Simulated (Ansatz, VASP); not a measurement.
# One calculation of MgO, two programs

```
Mg O
1.0
     0.00000    2.19800    2.19800
     2.19800    0.00000    2.19800
     2.19800    2.19800    0.00000
Mg O
1 1
Direct
  0.00000 0.00000 0.00000
  0.50000 0.50000 0.50000
```

Alike in both runs: task single point; functional PBE; k mesh 7 × 7 × 7; no spin polarisation.

```csv
,VASP,Ansatz
version,VASP 6.6.1,Ansatz 0.2.0
potentials or method,"VASP PAW PBE potentials, release 64 (Mg_sv, O), cutoff 840 eV","PAW, plane waves, scalar-relativistic"
occupations,"gaussian, width 0.01 eV",fixed
valence electrons in the cell,16,16
```

|  | VASP | Ansatz | Ansatz less VASP |
| --- | --- | --- | --- |
| pressure (GPa) | -12.1 | -12.0 | +0.11 |
